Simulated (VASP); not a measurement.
# PbO2 (P4_2/mnm) in VASP: relaxation of cell and atoms with PBE

Aim: the relaxation of cell and atoms of PbO2 with PBE.

Program: VASP 6.6.1. These are calculated values, not measurements. Logs are shortened: lines on timing, memory, paths and dates and some standing lists are left out, and cuts for length are marked.

## Step 1: The cell of the first run

Symmetry: P4_2/mnm, No. 136, tetragonal system. Conventional cell: a = 5.066 Å, b = 5.066 Å, c = 3.449 Å, α = 90.00°, β = 90.00°, γ = 90.00°. Pb (site symmetry mmm) has 6 O at 2.20 to 2.21 Å within 2.9 Å. O (site symmetry m2m) has 3 Pb at 2.20 to 2.21 Å and 1 O at 2.76 Å within 2.9 Å.

## Step 2: Relaxation of cell and atoms, PBE

The input, INCAR:

```
SYSTEM = PbO2
PREC = Accurate
ENCUT = 600
EDIFF = 1E-7
ISMEAR = 0
SIGMA = 0.01
LREAL = .False.
LASPH = .True.
NELM = 100
ALGO = Normal
ISIF = 3
LWAVE = .False.
LCHARG = .False.
GGA = PE
IBRION = 2
NSW = 100
EDIFFG = -0.01
```

The input, KPOINTS:

```
Automatic mesh
0
Gamma
  8 8 10
  0 0 0
```

The input, POSCAR:

```
PbO2
1.0
    5.0657006110      0.0000000000      0.0000000000
    0.0000000000      5.0657006110      0.0000000000
    0.0000000000      0.0000000000      3.4492233643
Pb O
2 4
Direct
    0.0000000000      0.0000000000      0.0000000000
    0.5000000000      0.5000000000      0.5000000000
    0.3076632257      0.3076632257      0.0000000000
    0.1923367743      0.8076632257      0.5000000000
    0.8076632257      0.1923367743      0.5000000000
    0.6923367743      0.6923367743      0.0000000000
```

Potentials or basis: VASP PAW PBE potentials, release 64 (Pb_d, O).

Command:

```sh
$ cat potpaw_PBE.64/Pb_d/POTCAR potpaw_PBE.64/O/POTCAR > POTCAR
$ mpirun -np 1 vasp_std > vasp.out
```

OUTCAR:

```text
SYSTEM = PbO2
   PREC = Accurate
   ENCUT = 600
   EDIFF = 1E-7
   ISMEAR = 0
   LREAL = .False.
   LASPH = .True.
   NELM = 100
   ISIF = 3
   GGA = PE
   IBRION = 2
   NSW = 100
   EDIFFG = -0.01

 ion  position               nearest neighbor table
   1  0.000  0.000  0.000-   3 2.20   6 2.20   5 2.21   4 2.21   4 2.21   5 2.21   2 3.98   2 3.98
                             2 3.98   2 3.98   2 3.98   2 3.98   2 3.98   2 3.98
   2  0.500  0.500  0.500-   4 2.20   5 2.20   3 2.21   6 2.21   3 2.21   6 2.21   1 3.98   1 3.98
                             1 3.98   1 3.98   1 3.98   1 3.98   1 3.98   1 3.98
   3  0.308  0.308  0.000-   1 2.20   2 2.21   2 2.21
   4  0.192  0.808  0.500-   2 2.20   1 2.21   1 2.21
   5  0.808  0.192  0.500-   2 2.20   1 2.21   1 2.21
   6  0.692  0.692  0.000-   1 2.20   2 2.21   2 2.21

  LATTYP: Found a simple tetragonal cell.
 ALAT       =     5.0657006110
 C/A-ratio  =     0.6808975953

  Lattice vectors:

 A1 = (   5.0657006110,   0.0000000000,   0.0000000000)
 A2 = (   0.0000000000,   5.0657006110,   0.0000000000)
 A3 = (   0.0000000000,   0.0000000000,   3.4492233643)

Analysis of symmetry for initial positions (statically):
=====================================================================
 Subroutine PRICEL returns:
 Original cell was already a primitive cell.

 Routine SETGRP: Setting up the symmetry group for a
 simple tetragonal supercell.

 Subroutine GETGRP returns: Found 16 space group operations
 (whereof  8 operations were pure point group operations)
 out of a pool of 16 trial point group operations.

The static configuration has the point symmetry D_2h.
 The point group associated with its full space group is D_4h.

Analysis of symmetry for dynamics (positions and initial velocities):
=====================================================================
 Subroutine PRICEL returns:
 Original cell was already a primitive cell.

 Routine SETGRP: Setting up the symmetry group for a
 simple tetragonal supercell.

 Subroutine GETGRP returns: Found 16 space group operations
 (whereof  8 operations were pure point group operations)
 out of a pool of 16 trial point group operations.

The dynamic configuration has the point symmetry D_2h.
 The point group associated with its full space group is D_4h.

 Subroutine INISYM returns: Found 16 space group operations
 (whereof  8 operations are pure point group operations),
 and found     1 'primitive' translations

----------------------------------------------------------------------------------------

[... 110 lines left out ...]
   PSTRESS=    0.0 pullay stress
   NELECT =      52.0000    total number of electrons
   NUPDOWN=      -1.0000    fix difference up-down
   EMIN   =  10.00;   EMAX   =-10.00  energy-range for DOS
   EFERMI =   0.00;   METHOD = LEGACY
   ISMEAR =     0;   SIGMA  =   0.01  broadening in eV -4-tet -1-fermi 0-gaus
   EFERMI_NEDOS =   21; number of points for ismear=-14 and -15
   IALGO  =     38    algorithm
   IMIX   =      4    mixing-type and parameters
     AMIX     =   0.40;   BMIX     =  1.00
     AMIX_MAG =   1.60;   BMIX_MAG =  1.00
  volume/ion in A,a.u.               =      14.75        99.55
  Fermi-wavevector in a.u.,A,eV,Ry     =   1.371121  2.591043 25.578588  1.879973
  Thomas-Fermi vector in A             =   2.496846
   LORBIT       =      0    0 simple, 1 ext, 2 COOP (PROOUT), +10 PAW based schemes
   GGA     = PE    functional components
   LHFCALC =     F    Hartree Fock is set to
   AEXX    =    0.0000 exact exchange contribution
   IVDW    =     0    specifies the selected vdW correction
   LEPSILON=     F    determine dielectric tensor
   LRPA    =     F    only Hartree local field effects (RPA)
 conjugate gradient relaxation of ions
 non-spin polarized calculation
 Gauss-broadening in eV      SIGMA  =   0.01
  energy-cutoff  :      600.00
  volume of cell :       88.51
 maximum number of plane-waves:      2974
   NGX = 21   NGY = 21   NGZ = 13

--------------------------------------- Ionic step        1  -------------------------------------------

 number of electron      51.9999984 magnetization

 Free energy of the ion-electron system (eV)
  ---------------------------------------------------
  ext. energy  EPLUGINS =         0.00000000
  ---------------------------------------------------
  free energy    TOTEN  =       -31.87388929 eV

  energy without entropy =      -31.87383029  energy(sigma->0) =      -31.87385979

------------------------ aborting loop because EDIFF is reached ----------------------------------------

  FORCE on cell =-STRESS in cart. coord.  units (eV):
  Direction    XX          YY          ZZ          XY          YZ          ZX
  --------------------------------------------------------------------------------------
  -------------------------------------------------------------------------------------
  Total        0.2758750      0.2758750      0.1917716      0.0000000      0.0000000      0.0000000
  in kB        4.9937010      4.9937010      3.4713188      0.0000000      0.0000000      0.0000000
  external PRESSURE =       4.4862402 kB  Pullay stress =       0.0000000 kB
[... 147 lines left out ...]
--------------------------------------- Ionic step        5  -------------------------------------------

 number of electron      51.9999983 magnetization

 Free energy of the ion-electron system (eV)
  ---------------------------------------------------
  ext. energy  EPLUGINS =         0.00000000
  ---------------------------------------------------
  free energy    TOTEN  =       -31.87461520 eV

  energy without entropy =      -31.87452492  energy(sigma->0) =      -31.87457006

 E-fermi :   3.7176     XC(G=0): -10.3709

 val. band max:        3.7137861334   @ k =   0.1250   0.1250   0.0000
 cond. band min:       3.7185668340   @ k =   0.1250   0.1250   0.0000
 fundamental gap:      0.0047807006
 Fermi energy:         3.7175725666

 k-point     1 :       0.0000    0.0000    0.0000
  band No.  band energies     occupation
      1     -14.2502      2.00000
      2     -14.2118      2.00000
      3     -12.6555      2.00000
      4     -12.6555      2.00000
      5     -11.7746      2.00000
      6     -11.6258      2.00000
[... 805 lines left out ...]
     30      10.3791      0.00000
     31      12.8562      0.00000

 [... further k-points ...]

------------------------ aborting loop because EDIFF is reached ----------------------------------------

  FORCE on cell =-STRESS in cart. coord.  units (eV):
  Direction    XX          YY          ZZ          XY          YZ          ZX
  --------------------------------------------------------------------------------------
  -------------------------------------------------------------------------------------
  Total        0.0152985      0.0152985     -0.0069831     -0.0000000      0.0000000      0.0000000
  in kB        0.2756355      0.2756355     -0.1258147     -0.0000000      0.0000000      0.0000000
  external PRESSURE =       0.1418187 kB  Pullay stress =       0.0000000 kB
[... 21 lines left out ...]
  FREE ENERGIE OF THE ION-ELECTRON SYSTEM (eV)
  ---------------------------------------------------
  free  energy   TOTEN  =       -31.8746151953 eV

  energy  without entropy=      -31.8745249177  energy(sigma->0) =      -31.87457006

 reached required accuracy - stopping structural energy minimisation
```

OSZICAR:

```text
N       E                     dE             d eps       ncg     rms          rms(c)
DAV:   1     0.726913564708E+03    0.72691E+03   -0.28719E+04  5580   0.223E+03
[... 45 lines left out ...]
       N       E                     dE             d eps       ncg     rms          rms(c)
DAV:   1    -0.318748437950E+02   -0.27457E-03   -0.43224E-02  5594   0.154E+00    0.104E-01
DAV:   2    -0.318747389493E+02    0.10485E-03   -0.18247E-03  7218   0.413E-01    0.586E-02
DAV:   3    -0.318746168490E+02    0.12210E-03   -0.18184E-04  8480   0.186E-01    0.136E-02
DAV:   4    -0.318746159218E+02    0.92717E-06   -0.46533E-05  8133   0.533E-02    0.490E-03
DAV:   5    -0.318746151725E+02    0.74933E-06   -0.33180E-06  7380   0.253E-02    0.117E-03
DAV:   6    -0.318746151953E+02   -0.22758E-07   -0.32176E-07  5971   0.678E-03
   5 F= -.31874615E+02 E0= -.31874570E+02  d E =-.170486E-03
```

It took 11 min on 1 thread of Intel Xeon Platinum 8488C (Sapphire Rapids), shared host; peak memory 0.38 GiB.

Results:

```
Free energy                           : -31.8746 eV
Relaxed volume                        : 14.82 Å³/atom
Relaxed cell                          : a = 5.079 Å, b = 5.079 Å, c = 3.448 Å, α = 90.00°, β = 90.00°, γ = 90.00°
Space group after relaxing (to 0.1 Å) : P4_2/mnm (No. 136)
Energy gained by relaxing             : 0.1 meV/atom
Ionic steps                           : 5
Pressure after relaxing               : 0.0 GPa
Largest force after relaxing          : 0.007 eV/Å
Band gap on the k mesh                : 0.00 eV
```

Forces in eV/Å, atoms in the order of the input:
```
Pb   0.000  0.000  0.000
Pb   0.000  0.000  0.000
O   -0.005 -0.005  0.000
O    0.005 -0.005  0.000
O   -0.005  0.005  0.000
O    0.005  0.005  0.000
```

Step by step:
```tsv
step	energy change (eV)	largest force (eV/Å)	pressure (GPa)	volume (Å³)
1	0.0000	0.0157	0.45	88.51
2	-0.0005	0.0162	-0.22	89.04
3	-0.0006	0.0160	-0.03	88.89
4	-0.0007	0.0054	-0.01	88.91
5	-0.0007	0.0067	0.01	88.93
```

Final structure:
```
Pb O
1.0
     5.07862    0.00000    0.00000
     0.00000    5.07862    0.00000
     0.00000    0.00000    3.44774
Pb O
2 4
Direct
  0.00000 0.00000 0.00000
  0.50000 0.50000 0.50000
  0.30797 0.30797 0.00000
  0.19202 0.80797 0.50000
  0.80797 0.19202 0.50000
  0.69202 0.69202 0.00000
```

Levels at points of the mesh, in eV from the valence-band top:
```
           k point  band 22  band 23  band 24  band 25  band 26  band 27  band 28  band 29  band 30  band 31
(0.00, 0.00, 0.00)    -0.73    -0.62    -0.62    -0.53    -0.53     0.11     3.88     5.75     5.75     9.54
(0.50, 0.00, 0.00)    -1.25    -0.65    -0.65    -0.34    -0.34     2.08     2.08     6.34     6.34     9.37
(0.50, 0.50, 0.00)    -1.43    -0.67    -0.67    -0.44    -0.44     2.47     2.47     6.53     6.53     9.73
(0.00, 0.00, 0.50)    -1.93    -1.00    -1.00    -0.71    -0.71     3.39     3.39     8.61     8.61     9.44
(0.50, 0.00, 0.50)    -1.00    -0.69    -0.69    -0.26    -0.26     3.67     3.67     7.03     7.03     9.65
(0.50, 0.50, 0.50)    -1.89    -0.61    -0.61    -0.47    -0.47     2.54     2.54     8.13     8.13     9.44
```

Caveat: spin-orbit coupling is left out, which moves the levels of the heavy elements. A k mesh can miss the band edges.
